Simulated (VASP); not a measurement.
# Ba2Tl3C (C2/m) in VASP: single point with PBE

Aim: the single point of Ba2Tl3C with PBE.

Everything below comes from runs of VASP 6.6.1. Logs are shortened: lines on timing, memory, paths and dates and some standing lists are left out, and cuts for length are marked.

**1. The cell of the first run**

Symmetry: C2/m, No. 12, monoclinic system. Conventional cell: a = 6.458 Å, b = 6.595 Å, c = 9.646 Å, α = 90.00°, β = 105.16°, γ = 90.00°. Within 4.0 Å of Ba (site symmetry m) lie 1 C at 2.83 Å and 9 Tl at 3.59 to 3.91 Å. Within 4.8 Å of Tl (site symmetry 2/m) lie 6 Tl at 3.68 to 4.61 Å and 8 Ba at 3.78 to 3.91 Å. Within 3.1 Å of Tl (site symmetry m) lie 1 C at 2.27 Å and 1 Tl at 3.07 Å. C (site symmetry 2/m) has 2 Tl at 2.27 Å and 2 Ba at 2.83 Å within 3.0 Å.

The cell was generated, and may not be a known phase.

**2. Single point, PBE**

INCAR

```
  ALGO = Normal
  EDIFF = 1E-6
  ENCUT = 520
  GGA = PE
  ISIF = 2
  ISMEAR = 0
  LASPH = T
  LCHARG = F
  LREAL = F
  LWAVE = F
  NBANDS = 40
  NELM = 80
  PREC = Accurate
  SIGMA = 0.1
```

KPOINTS

```
k-points
0
Gamma
  8 8 4
```

POSCAR

```
Ba2Tl3C
1.0
    3.2288608261     -3.2973522576     -0.0087943183
    3.2288608261      3.2973522576     -0.0087943183
   -2.4964670177      0.0000000000      9.3168856475
Ba Tl C
2 3 1
Direct
    0.0759532096      0.0759532096      0.2241545547
    0.9240467904      0.9240467904      0.7758454453
    0.5000000000      0.5000000000      0.0000000000
    0.3584132875      0.3584132875      0.6051211126
    0.6415867125      0.6415867125      0.3948788874
    0.0000000000      0.0000000000      0.5000000000
```

Potentials or basis: VASP PAW PBE potentials, release 64 (Ba_sv, Tl_d, C).

Run with:

```console
> cat potpaw_PBE.64/Ba_sv/POTCAR potpaw_PBE.64/Tl_d/POTCAR potpaw_PBE.64/C/POTCAR > POTCAR
> mpirun -np 1 vasp_std > vasp.out
```

OUTCAR:

```text
EDIFF = 1E-6
   ENCUT = 520
   GGA = PE
   ISIF = 2
   ISMEAR = 0
   LASPH = T
   LREAL = F
   NELM = 80
   PREC = Accurate

 ion  position               nearest neighbor table
   1  0.076  0.076  0.224-   6 2.83   5 3.59   5 3.60   4 3.65   5 3.66   5 3.66   3 3.78   3 3.90
                             3 3.90   3 3.91   2 4.18
   2  0.924  0.924  0.776-   6 2.83   4 3.59   4 3.60   5 3.65   4 3.66   4 3.66   3 3.78   3 3.90
                             3 3.90   3 3.91   1 4.18
   3  0.500  0.500  0.000-   4 3.68   5 3.68   1 3.78   2 3.78   1 3.90   2 3.90   2 3.90   1 3.90
                             2 3.91   1 3.91
   4  0.358  0.358  0.605-   6 2.27   5 3.07   2 3.59   2 3.60   1 3.65   2 3.66   2 3.66   3 3.68
                             5 3.93   5 3.93
   5  0.642  0.642  0.395-   6 2.27   4 3.07   1 3.59   1 3.60   2 3.65   1 3.66   1 3.66   3 3.68
                             4 3.93   4 3.93
   6  0.000  0.000  0.500-   4 2.27   5 2.27   1 2.83   2 2.83

  LATTYP: Found a base centered monoclinic cell.
 ALAT       =     6.4577456049
 B/A-ratio  =     1.0212084710
 C/A-ratio  =     1.4936410115
 COS(beta)  =    -0.2614503817

  Lattice vectors:

 A1 = (   3.2288608261,  -3.2973522576,  -0.0087943183)
 A2 = (   3.2288608261,   3.2973522576,  -0.0087943183)
 A3 = (  -2.4964670177,   0.0000000000,   9.3168856475)

Analysis of symmetry for initial positions (statically):
=====================================================================
 Subroutine PRICEL returns:
 Original cell was already a primitive cell.

 Routine SETGRP: Setting up the symmetry group for a
 base centered monoclinic supercell.

 Subroutine GETGRP returns: Found  4 space group operations
 (whereof  4 operations were pure point group operations)
 out of a pool of  4 trial point group operations.

The static configuration has the point symmetry C_2h.

Analysis of symmetry for dynamics (positions and initial velocities):
=====================================================================
 Subroutine PRICEL returns:
 Original cell was already a primitive cell.

 Routine SETGRP: Setting up the symmetry group for a
 base centered monoclinic supercell.

 Subroutine GETGRP returns: Found  4 space group operations
 (whereof  4 operations were pure point group operations)
 out of a pool of  4 trial point group operations.

The dynamic configuration has the point symmetry C_2h.

 Subroutine INISYM returns: Found  4 space group operations
[... 107 lines left out ...]
   EDIFFG = 0.1E-04   stopping-criterion for IOM
   NSW    =      0    number of steps for IOM
   IBRION =     -1    ionic relax: 0-MD 1-quasi-New 2-CG
   NFREE  =      0    steps in history (QN), initial steepest desc. (CG)
   ISIF   =      2    stress and relaxation
   ISYM   =      2    0-nonsym 1-usesym 2-fastsym
   POTIM  = 0.5000    time-step for ionic-motion
   TEBEG  =    0.0;   TEEND  =   0.0 temperature during run
   PSTRESS=    0.0 pullay stress
   NELECT =      63.0000    total number of electrons
   NUPDOWN=      -1.0000    fix difference up-down
   EMIN   =  10.00;   EMAX   =-10.00  energy-range for DOS
   EFERMI =   0.00;   METHOD = LEGACY
   ISMEAR =     0;   SIGMA  =   0.10  broadening in eV -4-tet -1-fermi 0-gaus
   EFERMI_NEDOS =   21; number of points for ismear=-14 and -15
   IALGO  =     38    algorithm
   IMIX   =      4    mixing-type and parameters
     AMIX     =   0.40;   BMIX     =  1.00
     AMIX_MAG =   1.60;   BMIX_MAG =  1.00
  volume/ion in A,a.u.               =      33.04       222.97
  Fermi-wavevector in a.u.,A,eV,Ry     =   1.117178  2.111160 16.981239  1.248086
  Thomas-Fermi vector in A             =   2.253798
   LORBIT       =      0    0 simple, 1 ext, 2 COOP (PROOUT), +10 PAW based schemes
   GGA     = PE    functional components
   LHFCALC =     F    Hartree Fock is set to
   AEXX    =    0.0000 exact exchange contribution
   IVDW    =     0    specifies the selected vdW correction
   LEPSILON=     F    determine dielectric tensor
   LRPA    =     F    only Hartree local field effects (RPA)
 non-spin polarized calculation
 Gauss-broadening in eV      SIGMA  =   0.10
  energy-cutoff  :      520.00
  volume of cell :      198.24
 maximum number of plane-waves:      5375
 NGX is ok and might be reduce to    36
   NGX = 17   NGY = 17   NGZ = 35

 number of electron      63.0000002 magnetization

 Free energy of the ion-electron system (eV)
  ---------------------------------------------------
  ext. energy  EPLUGINS =         0.00000000
  ---------------------------------------------------
  free energy    TOTEN  =       -17.90359961 eV

  energy without entropy =      -17.88073899  energy(sigma->0) =      -17.89216930

 E-fermi :   3.9808     XC(G=0):  -9.0529

 val. band max:        3.9795105487   @ k =  -0.2500   0.2500   0.5000
 cond. band min:       3.9915872238   @ k =   0.3750  -0.0000   0.2500
 fundamental gap:      0.0120766751
 Fermi energy:         3.9808043725

 k-point     1 :       0.0000    0.0000    0.0000
  band No.  band energies     occupation
      1     -24.1589      2.00000
      2     -24.1413      2.00000
      3      -9.7175      2.00000
      4      -9.4007      2.00000
      5      -9.3920      2.00000
      6      -9.3681      2.00000
[... 1021 lines left out ...]
     39       6.8881      0.00000
     40       7.2481      0.00000

 [... further k-points ...]

------------------------ aborting loop because EDIFF is reached ----------------------------------------

  FORCE on cell =-STRESS in cart. coord.  units (eV):
  Direction    XX          YY          ZZ          XY          YZ          ZX
  --------------------------------------------------------------------------------------
  -------------------------------------------------------------------------------------
  Total        0.2777355      0.1829503      0.5062786      0.0000000      0.0000000     -0.1645049
  in kB        2.2446240      1.4785816      4.0916808      0.0000000      0.0000000     -1.3295081
  external PRESSURE =       2.6049621 kB  Pullay stress =       0.0000000 kB

 VOLUME and BASIS-vectors are now :
 -----------------------------------------------------------------------------
  energy-cutoff  :      520.00
  volume of cell :      198.24
      direct lattice vectors                 reciprocal lattice vectors
     3.228860826 -3.297352258 -0.008794318     0.154966472 -0.151636817  0.041523391
     3.228860826  3.297352258 -0.008794318     0.154966472  0.151636817  0.041523391
    -2.496467018  0.000000000  9.316885647     0.000292549  0.000000000  0.107410392

 POSITION                                       TOTAL-FORCE (eV/Angst)
 -----------------------------------------------------------------------------------
     -0.06911      0.00000      2.08709         0.031299     -0.000000     -0.085556
      4.03036      0.00000      7.21221        -0.031299     -0.000000      0.085556
      3.22886      0.00000     -0.00879        -0.000000      0.000000      0.000000
      0.80387      0.00000      5.63154         0.011733     -0.000000     -0.003919
      3.15739      0.00000      3.66776        -0.011733     -0.000000      0.003919
     -1.24823      0.00000      4.65844        -0.000000     -0.000000      0.000000
 -----------------------------------------------------------------------------------
    total drift:                                0.000000      0.000000      0.000000

  FREE ENERGIE OF THE ION-ELECTRON SYSTEM (eV)
  ---------------------------------------------------
  free  energy   TOTEN  =       -17.9035996103 eV

  energy  without entropy=      -17.8807389905  energy(sigma->0) =      -17.89216930
```

It took 10 min on 1 thread of Intel Xeon Platinum 8259CL at 2.50GHz (Skylake/Cascade Lake), shared host; peak memory 0.67 GiB.

What came out:

* Free energy: -17.9036 eV
* Pressure: 0.3 GPa
* Largest force: 0.091 eV/Å
* Band gap on the k mesh: zero (an odd number of electrons rules out a gap without spin polarisation)

Forces in eV/Å, atoms in the order of the input:
```
Ba   0.031  0.000 -0.086
Ba  -0.031  0.000  0.086
Tl   0.000  0.000  0.000
Tl   0.012  0.000 -0.004
Tl  -0.012  0.000  0.004
C    0.000  0.000  0.000
```

Stress tensor (GPa, compression positive):
```
 0.22  0.00 -0.13
 0.00  0.15  0.00
-0.13  0.00  0.41
```

Levels at points of the mesh, in eV from the Fermi level:
| k point | band 27 | band 28 | band 29 | band 30 | band 31 | band 32 | band 33 | band 34 | band 35 | band 36 |
| --- | --- | --- | --- | --- | --- | --- | --- | --- | --- | --- |
| (0.00, 0.00, 0.00) | -4.84 | -1.83 | -0.43 | -0.30 | -0.13 | 0.84 | 1.22 | 1.31 | 1.44 | 1.61 |
| (0.50, 0.00, 0.00) | -3.74 | -1.95 | -1.54 | -0.85 | -0.20 | 0.26 | 0.82 | 1.13 | 1.21 | 1.87 |
| (0.50, 0.50, 0.00) | -4.96 | -2.61 | -1.86 | -1.13 | -0.76 | -0.33 | 0.04 | 1.39 | 1.82 | 2.27 |
| (0.00, 0.00, 0.50) | -5.15 | -1.51 | -1.09 | -0.38 | -0.29 | 0.93 | 1.21 | 1.23 | 1.36 | 1.83 |
| (0.50, 0.00, 0.50) | -3.41 | -2.35 | -1.16 | -0.80 | -0.41 | -0.36 | 0.19 | 1.35 | 1.69 | 1.97 |
| (0.50, 0.50, 0.50) | -5.38 | -2.57 | -1.19 | -1.07 | -0.88 | -0.86 | -0.67 | 1.40 | 2.33 | 2.54 |

Caveat: spin-orbit coupling is left out, which moves the levels of the heavy elements.
